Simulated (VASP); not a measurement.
Input of a VASP 6.6.1 run:

File INCAR:

```
PREC = Accurate
ENCUT = 600
EDIFF = 1E-6
ISMEAR = 0
SIGMA = 0.1
LREAL = False
LASPH = True
NELM = 100
ALGO = Fast
ISIF = 3
LWAVE = False
LCHARG = False
GGA = PE
IBRION = 2
NSW = 100
EDIFFG = -0.01
```

The input KPOINTS:

```
regular mesh
0
Gamma
  18 18 4
```

File POSCAR:

```
IrRh2
1.0
    2.7314326000      0.0000000000      0.0000000000
   -1.3657163000      2.3654901000      0.0000000000
    0.0000000000      0.0000000000     13.2257067000
Ir Rh
2 4
Direct
    0.6666667000      0.3333333000      0.3327050000
    0.6666667000      0.3333333000      0.6672950000
    0.6666667000      0.3333333000      0.0000000000
    0.3333333000      0.6666667000      0.8331830000
    0.3333333000      0.6666667000      0.1668170000
    0.3333333000      0.6666667000      0.5000000000
```

Potentials or basis: VASP PAW PBE potentials, release 64 (Ir, Rh_pv).

Launch:

```sh
$ cat potpaw_PBE.64/Ir/POTCAR potpaw_PBE.64/Rh_pv/POTCAR > POTCAR
$ mpirun -np 1 vasp_std > vasp.out
```

Task: Estimate the band gap on the k mesh.

Result: Zero (bands 39 and 40 overlap by 2.23 eV).

Task: What does it give for the space group after relaxing (to 0.1 Å)?

Result: P-6m2 (No. 187).

Task: Estimate the relaxed cell.

Result: a = 2.732 Å, b = 2.732 Å, c = 13.227 Å, α = 90.00°, β = 90.00°, γ = 120.00°.

Task: Predict the relaxed volume.

Result: 14.25 Å³/atom.

Final structure:
```cif
data_structure
_symmetry_space_group_name_H-M 'P 1'
_symmetry_Int_Tables_number 1
_cell_length_a 2.7318
_cell_length_b 2.7318
_cell_length_c 13.2273
_cell_angle_alpha 90.000
_cell_angle_beta 90.000
_cell_angle_gamma 120.000
_cell_volume 85.49
loop_
_atom_site_label
_atom_site_type_symbol
_atom_site_fract_x
_atom_site_fract_y
_atom_site_fract_z
_atom_site_occupancy
Ir1 Ir 0.66667 0.33333 0.33272 1
Ir2 Ir 0.66667 0.33333 0.66728 1
Rh1 Rh 0.66667 0.33333 0.00000 1
Rh2 Rh 0.33333 0.66667 0.83328 1
Rh3 Rh 0.33333 0.66667 0.16672 1
Rh4 Rh 0.33333 0.66667 0.50000 1
```

Caveat: the highest band is partly filled, so the run has too few bands; spin-orbit coupling is left out, which moves the levels of the heavy elements.
